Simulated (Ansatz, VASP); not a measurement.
## Hf: VASP beside Ansatz

```
Hf
1.0
     2.83707    0.00000    0.00000
    -1.41853    3.07987    0.00000
     0.00000    0.00000    5.05780
Hf
2
Direct
  0.33333 0.66667 0.25000
  0.66667 0.33333 0.75000
```

Change from the starting cell: strain -0.1125 x Voigt [1, -1, 0, 0, 0, 0], atoms carried along.

Alike in both runs: task single point; functional PBE; k mesh 18 × 18 × 10; occupations gaussian, width 0.15 eV; no spin polarisation.

```csv
,VASP,Ansatz
version,VASP 6.6.1,Ansatz 0.2.0
potentials or method,"VASP PAW PBE potentials, release 64 (Hf_pv), cutoff 520 eV","scalar-relativistic, plane waves, PAW"
valence electrons in the cell,20,52
```

VASP gave:

```
gap on the k mesh at the Fermi level (eV)                     : none
pressure (GPa)                                                : 2.7
traceless stress, the component that is largest in VASP (GPa) : 13.59
rms of the force components (eV/Å)                            : 0.190
```

What did Ansatz give for the same quantities?

gap on the k mesh at the Fermi level (eV): none; pressure (GPa): 3.1; traceless stress, the component that is largest in VASP (GPa): 13.65; rms of the force components (eV/Å): 0.193.

Atom by atom the forces differ by 0.003 eV/Å (rms over components). A gap of «none» marks a metal or a gap that the smearing closes. VASP's potentials hold 20 valence electrons a cell and Ansatz's 52, so a difference there can come from the potentials and not from the codes.

Spin-orbit coupling is off throughout.
